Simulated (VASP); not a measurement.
# VAgC4N4 (P-43m) in VASP: notebook

The runs below take VAgC4N4 through single point, with PBE.

Program: VASP 6.6.1. These are calculated values, not measurements. Logs are shortened: lines on timing, memory, paths and dates and some standing lists are left out, and cuts for length are marked.

## 1. The cell of the first run

The structure is cubic, space group P-43m (No. 215). The conventional cell has a = 6.013 Å, b = 6.013 Å, c = 6.013 Å, α = 90.00°, β = 90.00°, γ = 90.00°. Within 2.5 Å of V (site symmetry -43m) lie 4 C at 1.92 Å. Ag (site symmetry -43m) has 4 N at 2.12 Å within 2.8 Å. C (site symmetry 3m) has 1 N at 1.17 Å within 1.6 Å. N (site symmetry 3m) has 1 C at 1.17 Å within 1.6 Å.

## 2. Single point, PBE, collinear spin, ferromagnetic start

Contents of INCAR:

```
SYSTEM = VAgC4N4
PREC = Accurate ; ENCUT = 520
EDIFF = 1E-6 ; ISMEAR = 0
SIGMA = 0.1 ; LREAL = .False.
LASPH = .True. ; NELM = 150
ALGO = Normal ; ISIF = 2
LWAVE = .False. ; LCHARG = .True.
ISPIN = 2 ; MAGMOM = 2 0 0 0 0 0 0 0 0 0
LORBIT = 11 ; LMAXMIX = 4
GGA = PE ; LELF = .True.
LVHAR = .True. ; NBANDS = 45
```

Contents of KPOINTS:

```
Automatic mesh
0
Gamma
  4 4 4
  0 0 0
```

Contents of POSCAR:

```
VAgC4N4
1.0
    6.0125257000      0.0000000000      0.0000000000
    0.0000000000      6.0125257000      0.0000000000
    0.0000000000      0.0000000000      6.0125257000
V Ag C N
1 1 4 4
Direct
    0.0000000000      0.0000000000      0.0000000000
    0.5000000000      0.5000000000      0.5000000000
    0.1840791200      0.1840791200      0.1840791200
    0.1840791200      0.8159208800      0.8159208800
    0.8159208800      0.1840791200      0.8159208800
    0.8159208800      0.8159208800      0.1840791200
    0.2964278900      0.2964278900      0.2964278900
    0.2964278900      0.7035721100      0.7035721100
    0.7035721100      0.2964278900      0.7035721100
    0.7035721100      0.7035721100      0.2964278900
```

Potentials or basis: VASP PAW PBE potentials, release 64 (V_sv, Ag, C, N).

Command:

```
$ cat potpaw_PBE.64/V_sv/POTCAR potpaw_PBE.64/Ag/POTCAR potpaw_PBE.64/C/POTCAR potpaw_PBE.64/N/POTCAR > POTCAR
$ mpirun -np 1 vasp_std > vasp.out
```

OUTCAR:

```text
SYSTEM = VAgC4N4
   PREC = Accurate
   ENCUT = 520
   EDIFF = 1E-6
   ISMEAR = 0
   LREAL = .False.
   LASPH = .True.
   NELM = 150
   ISIF = 2
   ISPIN = 2
   LORBIT = 11
   GGA = PE

 ion  position               nearest neighbor table
   1  0.000  0.000  0.000-   3 1.92   4 1.92   5 1.92   6 1.92
   2  0.500  0.500  0.500-   7 2.12   8 2.12   9 2.12  10 2.12
   3  0.184  0.184  0.184-   7 1.17   1 1.92
   4  0.184  0.816  0.816-   8 1.17   1 1.92
   5  0.816  0.184  0.816-   9 1.17   1 1.92
   6  0.816  0.816  0.184-  10 1.17   1 1.92
   7  0.296  0.296  0.296-   3 1.17   2 2.12
   8  0.296  0.704  0.704-   4 1.17   2 2.12
   9  0.704  0.296  0.704-   5 1.17   2 2.12
  10  0.704  0.704  0.296-   6 1.17   2 2.12

  LATTYP: Found a simple cubic cell.
 ALAT       =     6.0125257000

  Lattice vectors:

 A1 = (   6.0125257000,   0.0000000000,   0.0000000000)
 A2 = (   0.0000000000,   6.0125257000,   0.0000000000)
 A3 = (   0.0000000000,   0.0000000000,   6.0125257000)

Analysis of symmetry for initial positions (statically):
=====================================================================
 Subroutine PRICEL returns:
 Original cell was already a primitive cell.

 Routine SETGRP: Setting up the symmetry group for a
 simple cubic supercell.

 Subroutine GETGRP returns: Found 24 space group operations
 (whereof 24 operations were pure point group operations)
 out of a pool of 48 trial point group operations.

The static configuration has the point symmetry T_d .

Analysis of symmetry for dynamics (positions and initial velocities):
=====================================================================
 Subroutine PRICEL returns:
 Original cell was already a primitive cell.

 Routine SETGRP: Setting up the symmetry group for a
 simple cubic supercell.

 Subroutine GETGRP returns: Found 24 space group operations
 (whereof 24 operations were pure point group operations)
 out of a pool of 48 trial point group operations.

The dynamic configuration has the point symmetry T_d .

Analysis of structural, dynamic, and magnetic symmetry:
=====================================================================
 Subroutine PRICEL returns:
 Original cell was already a primitive cell.

 Routine SETGRP: Setting up the symmetry group for a
 simple cubic supercell.

 Subroutine GETGRP returns: Found 24 space group operations
 (whereof 24 operations were pure point group operations)
 out of a pool of 48 trial point group operations.

The overall configuration has the point symmetry T_d .

 Subroutine INISYM returns: Found 24 space group operations
 (whereof 24 operations are pure point group operations),
 and found     1 'primitive' translations

----------------------------------------------------------------------------------------

                                     Primitive cell

  volume of cell :     217.3556

  direct lattice vectors                    reciprocal lattice vectors
     6.012525700  0.000000000  0.000000000     0.166319455  0.000000000  0.000000000
     0.000000000  6.012525700  0.000000000     0.000000000  0.166319455  0.000000000
     0.000000000  0.000000000  6.012525700     0.000000000  0.000000000  0.166319455

  length of vectors
     6.012525700  6.012525700  6.012525700     0.166319455  0.166319455  0.166319455

  position of ions in fractional coordinates (direct lattice)
     0.000000000  0.000000000  0.000000000
     0.500000000  0.500000000  0.500000000
     0.184079120  0.184079120  0.184079120
     0.184079120  0.815920880  0.815920880
     0.815920880  0.184079120  0.815920880
     0.815920880  0.815920880  0.184079120
     0.296427890  0.296427890  0.296427890
     0.296427890  0.703572110  0.703572110
     0.703572110  0.296427890  0.703572110
     0.703572110  0.703572110  0.296427890

  ion indices of the primitive-cell ions
   primitive index   ion index
                 1           1
                 2           2
                 3           3
                 4           4
                 5           5
                 6           6
                 7           7
                 8           8
                 9           9
                10          10

----------------------------------------------------------------------------------------

 KPOINTS: Automatic mesh

Automatic generation of k-mesh.
 Grid dimensions read from file:
 generate k-points for:    4    4    4

 Generating k-lattice:

  Cartesian coordinates                     Fractional coordinates (reciprocal lattice)
     0.041579864  0.000000000  0.000000000     0.250000000  0.000000000  0.000000000
     0.000000000  0.041579864  0.000000000     0.000000000  0.250000000  0.000000000
     0.000000000  0.000000000  0.041579864     0.000000000  0.000000000  0.250000000

  Length of vectors
     0.041579864  0.041579864  0.041579864

  Shift w.r.t. Gamma in fractional coordinates (k-lattice)
     0.000000000  0.000000000  0.000000000

 Subroutine IBZKPT returns following result:
 ===========================================

 Found     10 irreducible k-points:

 Following reciprocal coordinates:
            Coordinates               Weight
  0.000000  0.000000  0.000000      1.000000
  0.250000  0.000000  0.000000      6.000000
  0.500000  0.000000  0.000000      3.000000
  0.250000  0.250000  0.000000     12.000000
  0.500000  0.250000  0.000000     12.000000
  0.500000  0.500000  0.000000      3.000000
  0.250000  0.250000  0.250000      8.000000
  0.500000  0.250000  0.250000     12.000000
  0.500000  0.500000  0.250000      6.000000
  0.500000  0.500000  0.500000      1.000000
   k-points           NKPTS =     10   k-points in BZ     NKDIM =     10   number of bands    NBANDS=     45
   number of dos      NEDOS =    301   number of ions     NIONS =     10
   total plane-waves  NPLWV = 110592
   dimension x,y,z NGX =    48 NGY =   48 NGZ =   48
   dimension x,y,z NGXF=    96 NGYF=   96 NGZF=   96
   ions per type =               1   1   4   4
   NGX,Y,Z   is equivalent  to a cutoff of  13.27, 13.27, 13.27 a.u.
   NGXF,Y,Z  is equivalent  to a cutoff of  26.54, 26.54, 26.54 a.u.
 SYSTEM =  VAgC4N4
   PREC   = accura    normal or accurate (medium, high low for compatibility)
   ISTART =      0    job   : 0-new  1-cont  2-samecut
   ICHARG =      2    charge: 1-file 2-atom 10-const
   ISPIN  =      2    spin polarized calculation?
   LNONCOLLINEAR =      F non collinear calculations
   LSORBIT =      F    spin-orbit coupling
   LASPH  =      T    aspherical Exc in radial PAW
   ENCUT  =  520.0 eV  38.22 Ry    6.18 a.u.  11.18 11.18 11.18*2*pi/ulx,y,z
   NELM   =    150;   NELMIN=  2; NELMDL= -5     # of ELM steps
   EDIFF  = 0.1E-05   stopping-criterion for ELM
   LREAL  =      F    real-space projection
   EDIFFG = 0.1E-04   stopping-criterion for IOM
   NSW    =      0    number of steps for IOM
   IBRION =     -1    ionic relax: 0-MD 1-quasi-New 2-CG
   NFREE  =      0    steps in history (QN), initial steepest desc. (CG)
   ISIF   =      2    stress and relaxation
   ISYM   =      2    0-nonsym 1-usesym 2-fastsym
   POTIM  = 0.5000    time-step for ionic-motion
   TEBEG  =    0.0;   TEEND  =   0.0 temperature during run
   PSTRESS=    0.0 pullay stress
   NELECT =      60.0000    total number of electrons
   NUPDOWN=      -1.0000    fix difference up-down
   EMIN   =  10.00;   EMAX   =-10.00  energy-range for DOS
   EFERMI =   0.00;   METHOD = LEGACY
   ISMEAR =     0;   SIGMA  =   0.10  broadening in eV -4-tet -1-fermi 0-gaus
   EFERMI_NEDOS =   21; number of points for ismear=-14 and -15
   IALGO  =     38    algorithm
   IMIX   =      4    mixing-type and parameters
     AMIX     =   0.40;   BMIX     =  1.00
     AMIX_MAG =   1.60;   BMIX_MAG =  1.00
  volume/ion in A,a.u.               =      21.74       146.68
  Fermi-wavevector in a.u.,A,eV,Ry     =   1.065945  2.014345 15.459479  1.136240
  Thomas-Fermi vector in A             =   2.201514
   LORBIT       =     11    0 simple, 1 ext, 2 COOP (PROOUT), +10 PAW based schemes
   GGA     = PE    functional components
   LHFCALC =     F    Hartree Fock is set to
   AEXX    =    0.0000 exact exchange contribution
   IVDW    =     0    specifies the selected vdW correction
   LEPSILON=     F    determine dielectric tensor
   LRPA    =     F    only Hartree local field effects (RPA)
 spin polarized calculation
 Gauss-broadening in eV      SIGMA  =   0.10
  energy-cutoff  :      520.00
  volume of cell :      217.36
 maximum number of plane-waves:      5904
 NGX is ok and might be reduce to    48
   NGX = 23   NGY = 23   NGZ = 23

 number of electron      59.9999981 magnetization       1.9999982

 Free energy of the ion-electron system (eV)
  ---------------------------------------------------
  ext. energy  EPLUGINS =         0.00000000
  ---------------------------------------------------
  free energy    TOTEN  =       -76.46509289 eV

  energy without entropy =      -76.46509289  energy(sigma->0) =      -76.46509289

 E-fermi :  -0.6057     XC(G=0):  -7.0469

 val. band max:       -1.1209679477   @ k =   0.5000   0.5000   0.0000
 cond. band min:       0.1497270767   @ k =   0.0000   0.0000   0.0000
 fundamental gap:      1.2706950244
 Fermi energy:        -0.6056532202

 spin component 1

 k-point     1 :       0.0000    0.0000    0.0000
  band No.  band energies     occupation
      1     -65.5611      1.00000
      2     -39.4694      1.00000
      3     -39.4694      1.00000
      4     -39.4693      1.00000
      5     -18.5072      1.00000
      6     -18.4217      1.00000
[... 34 lines left out ...]
     41       4.5173      0.00000
     42       4.5914      0.00000
[... 363 lines left out ...]
      1     -65.5611      1.00000
      2     -39.4694      1.00000
      3     -39.4694      1.00000
      4     -39.4693      1.00000
      5     -18.4657      1.00000
      6     -18.4348      1.00000
[... 34 lines left out ...]
     41       4.7051      0.00000
     42       4.7052      0.00000
 Fermi energy:        -0.6056532202

 spin component 2

 k-point     1 :       0.0000    0.0000    0.0000
  band No.  band energies     occupation
      1     -64.0820      1.00000
      2     -38.0070      1.00000
      3     -38.0070      1.00000
      4     -38.0070      1.00000
      5     -18.4256      1.00000
      6     -18.3402      1.00000
[... 34 lines left out ...]
     41       4.7714      0.00000
     42       5.2441      0.00000
[... 363 lines left out ...]
      1     -64.0820      1.00000
      2     -38.0071      1.00000
      3     -38.0071      1.00000
      4     -38.0071      1.00000
      5     -18.3837      1.00000
      6     -18.3535      1.00000
[... 34 lines left out ...]
     41       5.3378      0.00000
     42       5.3378      0.00000
 [bands above 42 left out]

------------------------ aborting loop because EDIFF is reached ----------------------------------------

  FORCE on cell =-STRESS in cart. coord.  units (eV):
  Direction    XX          YY          ZZ          XY          YZ          ZX
  --------------------------------------------------------------------------------------
  -------------------------------------------------------------------------------------
  Total        7.0416869      7.0416869      7.0416869      0.0000000     -0.0000000      0.0000000
  in kB       51.9058678     51.9058678     51.9058678      0.0000000     -0.0000000      0.0000000
  external PRESSURE =      51.9058678 kB  Pullay stress =       0.0000000 kB

 VOLUME and BASIS-vectors are now :
 -----------------------------------------------------------------------------
  energy-cutoff  :      520.00
  volume of cell :      217.36
      direct lattice vectors                 reciprocal lattice vectors
     6.012525700  0.000000000  0.000000000     0.166319455  0.000000000  0.000000000
     0.000000000  6.012525700  0.000000000     0.000000000  0.166319455  0.000000000
     0.000000000  0.000000000  6.012525700     0.000000000  0.000000000  0.166319455

 POSITION                                       TOTAL-FORCE (eV/Angst)
 -----------------------------------------------------------------------------------
      0.00000      0.00000      0.00000        -0.000000      0.000000      0.000000
      3.00626      3.00626      3.00626        -0.000000      0.000000      0.000000
      1.10678      1.10678      1.10678         0.533123      0.533123      0.533123
      1.10678      4.90575      4.90575         0.533123     -0.533123     -0.533123
      4.90575      1.10678      4.90575        -0.533123      0.533123     -0.533123
      4.90575      4.90575      1.10678        -0.533123     -0.533123      0.533123
      1.78228      1.78228      1.78228         0.005009      0.005009      0.005009
      1.78228      4.23025      4.23025         0.005009     -0.005009     -0.005009
      4.23025      1.78228      4.23025        -0.005009      0.005009     -0.005009
      4.23025      4.23025      1.78228        -0.005009     -0.005009      0.005009
 -----------------------------------------------------------------------------------
    total drift:                                0.000000      0.000000      0.000000

  FREE ENERGIE OF THE ION-ELECTRON SYSTEM (eV)
  ---------------------------------------------------
  free  energy   TOTEN  =       -76.4650928899 eV

  energy  without entropy=      -76.4650928899  energy(sigma->0) =      -76.46509289

 total charge

# of ion       s       p       d       tot
------------------------------------------
    1        2.355   6.283   3.182  11.819
    2        0.302   0.398   9.189   9.889
    3        0.970   1.692   0.000   2.661
    4        0.970   1.692   0.000   2.661
    5        0.970   1.692   0.000   2.661
    6        0.970   1.692   0.000   2.661
    7        1.315   2.525   0.000   3.840
    8        1.315   2.525   0.000   3.840
    9        1.315   2.525   0.000   3.840
   10        1.315   2.525   0.000   3.840
--------------------------------------------------
tot         11.797  23.548  12.370  47.715

 magnetization (x)

# of ion       s       p       d       tot
------------------------------------------
    1        0.016   0.008   1.510   1.534
    2       -0.002  -0.005   0.042   0.035
    3       -0.008  -0.032   0.000  -0.040
    4       -0.008  -0.032   0.000  -0.040
    5       -0.008  -0.032   0.000  -0.040
    6       -0.008  -0.032   0.000  -0.040
    7        0.003   0.078   0.000   0.081
    8        0.003   0.078   0.000   0.081
    9        0.003   0.078   0.000   0.081
   10        0.003   0.078   0.000   0.081
--------------------------------------------------
tot         -0.008   0.190   1.552   1.735
```

Wall time 2.2 min (1 thread of Intel Xeon 6975P-C (Granite Rapids), shared host); peak memory 0.49 GiB.

Results:

```
Free energy                                           : -76.4651 eV
Pressure                                              : 5.2 GPa
Largest force                                         : 0.923 eV/Å
Band gap on the k mesh                                : 1.27 eV (least direct gap 1.33 eV)
Net moment                                            : 2.00 μB per cell
Site moments                                          : V +1.53; Ag +0.04; C -0.04; N +0.08 μB
Valence electrons inside the program's atomic spheres : V 11.82; Ag 9.89; C 2.66; N 3.84
```

Forces in eV/Å, atoms in the order of the input:
```
V    0.000  0.000  0.000
Ag   0.000  0.000  0.000
C    0.533  0.533  0.533
C    0.533 -0.533 -0.533
C   -0.533  0.533 -0.533
C   -0.533 -0.533  0.533
N    0.005  0.005  0.005
N    0.005 -0.005 -0.005
N   -0.005  0.005 -0.005
N   -0.005 -0.005  0.005
```

Caveat: the cell stands under pressure. A k mesh can miss the band edges.

## 3. Single point, PBE, collinear spin, ferromagnetic start

This run uses another cell than the first one, of 24.44 Å³/atom.

Contents of INCAR:

```
PREC = Accurate
ENCUT = 520
EDIFF = 1E-6
ISMEAR = 0
SIGMA = 0.1
LREAL = F
LASPH = T
NELM = 150
ALGO = Normal
ISIF = 2
LWAVE = F
LCHARG = F
ISPIN = 2
MAGMOM = 2 0 0 0 0 0 0 0 0 0
LORBIT = 11
LMAXMIX = 4
GGA = PE
NBANDS = 45
```

Contents of KPOINTS:

```
regular mesh
0
Gamma
  4 4 4
```

Contents of POSCAR:

```
VAgC4N4
1.0
    6.2519269834      0.0000000000      0.0000000000
    0.0000000000      6.2519269834      0.0000000000
    0.0000000000      0.0000000000      6.2519269834
V Ag C N
1 1 4 4
Direct
    0.0000000000      0.0000000000      0.0000000000
    0.5000000000      0.5000000000      0.5000000000
    0.1865666057      0.1865666057      0.1865666057
    0.1865666057      0.8134333943      0.8134333943
    0.8134333943      0.1865666057      0.8134333943
    0.8134333943      0.8134333943      0.1865666057
    0.2945505149      0.2945505149      0.2945505149
    0.2945505149      0.7054494851      0.7054494851
    0.7054494851      0.2945505149      0.7054494851
    0.7054494851      0.7054494851      0.2945505149
```

Potentials or basis: VASP PAW PBE potentials, release 64 (V_sv, Ag, C, N).

Command:

```
$ cat potpaw_PBE.64/V_sv/POTCAR potpaw_PBE.64/Ag/POTCAR potpaw_PBE.64/C/POTCAR potpaw_PBE.64/N/POTCAR > POTCAR
$ mpirun -np 1 vasp_std > vasp.out
```

Wall time 2.9 min (1 thread of Intel Xeon 6975P-C (Granite Rapids), shared host); peak memory 0.51 GiB.

The run converged. Its results:

```
Free energy                                           : -76.9197 eV
Pressure                                              : 0.4 GPa
Largest force                                         : 0.399 eV/Å
Band gap on the k mesh                                : 1.36 eV (least direct gap 1.42 eV)
Net moment                                            : 2.00 μB per cell
Site moments                                          : V +1.68; Ag +0.01; C -0.04; N +0.06 μB
Valence electrons inside the program's atomic spheres : V 11.51; Ag 9.76; C 2.63; N 3.83
```

Forces in eV/Å, atoms in the order of the input:
```
V    0.000  0.000  0.000
Ag   0.000  0.000  0.000
C   -0.216 -0.216 -0.216
C   -0.216  0.216  0.216
C    0.216 -0.216  0.216
C    0.216  0.216 -0.216
N    0.230  0.230  0.230
N    0.230 -0.230 -0.230
N   -0.230  0.230 -0.230
N   -0.230 -0.230  0.230
```

Levels at points of the mesh, in eV from the valence-band top:
Spin up:
| k point | band 29 | band 30 | band 31 | band 32 | band 33 | band 34 |
| --- | --- | --- | --- | --- | --- | --- |
| (0.00, 0.00, 0.00) | -0.50 | -0.06 | -0.06 | 1.36 | 1.36 | 1.36 |
| (0.50, 0.00, 0.00) | -0.54 | -0.17 | -0.01 | 1.46 | 1.56 | 1.56 |
| (0.50, 0.50, 0.00) | -0.51 | -0.17 | 0.00 | 1.53 | 1.55 | 1.55 |
| (0.50, 0.50, 0.50) | -0.48 | -0.05 | -0.05 | 1.45 | 1.45 | 1.45 |
Spin down:
```csv
k point,band 26,band 27,band 28,band 29,band 30,band 31,band 32,band 33
"(0.00, 0.00, 0.00)",-1.43,-0.48,-0.48,-0.48,1.74,1.74,1.94,1.94
"(0.50, 0.00, 0.00)",-1.29,-0.52,-0.49,-0.49,1.69,1.71,2.06,2.14
"(0.50, 0.50, 0.00)",-1.27,-0.52,-0.46,-0.46,1.69,1.70,2.14,2.14
"(0.50, 0.50, 0.50)",-1.40,-0.45,-0.45,-0.45,1.74,1.74,2.06,2.06
```

A k mesh can miss the band edges.
